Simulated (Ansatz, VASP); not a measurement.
**One calculation of Bi2Te2O3, two programs**

The input INCAR:

```
PREC     = Accurate       # precision mode
ENCUT    = 600            # plane-wave cutoff, eV
EDIFF    = 1E-7           # SCF threshold, eV
ISMEAR   = 0              # smearing method
SIGMA    = 0.15           # smearing width, eV
LREAL    = F              # projectors in reciprocal space
LASPH    = T              # aspherical terms in the spheres
NELM     = 60             # most SCF steps
ALGO     = Normal         # electronic algorithm
ISIF     = 3              # what is computed and relaxed
LWAVE    = F              # write WAVECAR
LCHARG   = F              # write CHGCAR
GGA      = PE             # functional
IBRION   = 2              # ionic algorithm
NSW      = 36             # ionic steps
EDIFFG   = -0.08          # ionic threshold
```

KPOINTS

```
Automatic mesh
0
Gamma
  3 3 3
```

Contents of POSCAR:

```
Bi2Te2O3
1.0
    2.8424314600      1.6410785700      4.8704657100
   -2.8424314600      1.6410785700      4.8704657100
    0.0000000000     -3.2821571400      4.8704657100
Bi Te O
2 2 3
Direct
    0.0000000000      0.0000000000      0.0000000000
    0.5000000000      0.5000000000      0.5000000000
    0.7210000200      0.7210000200      0.7210000200
    0.2789999800      0.2789999800      0.2789999800
    0.0000000000      0.0000000000      0.5000000000
    0.0000000000      0.5000000000      0.0000000000
    0.5000000000      0.0000000000      0.0000000000
```

Input for Ansatz:

```yaml
crystal:
  lattice:
    - [2.84243146, 1.64107857, 4.87046571]
    - [-2.84243146, 1.64107857, 4.87046571]
    - [0.0, -3.28215714, 4.87046571]
  atoms:
    - { symbol: Bi, position: [0.0, 0.0, 0.0] }
    - { symbol: Bi, position: [0.5, 0.5, 0.5] }
    - { symbol: Te, position: [0.72100002, 0.72100002, 0.72100002] }
    - { symbol: Te, position: [0.27899998, 0.27899998, 0.27899998] }
    - { symbol: O, position: [0.0, 0.0, 0.5] }
    - { symbol: O, position: [0.0, 0.5, 0.0] }
    - { symbol: O, position: [0.5, 0.0, 0.0] }
basis:
  ecutwfc: 420
kpoints:
  mp_grid: { grid: [3, 3, 3] }
hamiltonian:
  xc: pbe
scf:
  occupations: { method: gaussian, width: 0.15 }
  lower_state_search: "off"
output:
  forces: true
  stress: true
  eigenvalues: true
relax:
  adjacent_minimum: "off"
  f_tol: 0.08
  max_steps: 16
  cell: { stress_tol: 0.8 }
```

Change from the starting cell: species swapped into the In2Co3S2 type (R-3m, No. 166).

Alike in both runs: task relaxation of cell and atoms; functional PBE; k mesh 3 × 3 × 3; occupations gaussian, width 0.15 eV; no spin polarisation.

|  | VASP | Ansatz |
| --- | --- | --- |
| version | VASP 6.6.1 | Ansatz 0.2.0 |
| potentials or method | VASP PAW PBE potentials, release 64 (Bi_d, Te, O), cutoff 600 eV | scalar-relativistic, plane waves, PAW |
| valence electrons in the cell | 60 | 80 |

```tsv
	VASP	Ansatz	Ansatz less VASP
gap on the k mesh at the Fermi level, each at its own relaxed structure (eV)	none	none	-
relaxed volume (Å³/atom)	18.52	18.63	+0.114
relaxed length of the cell vector where the two differ most in proportion (Å)	5.858	5.855	-0.0035
```

A gap of «none» marks a metal or a gap that the smearing closes. VASP's potentials hold 60 valence electrons a cell and Ansatz's 80, so a difference there can come from the potentials and not from the codes.

The k mesh is coarse, so the values compare programs but aren't converged. Neither program's run includes spin-orbit coupling.
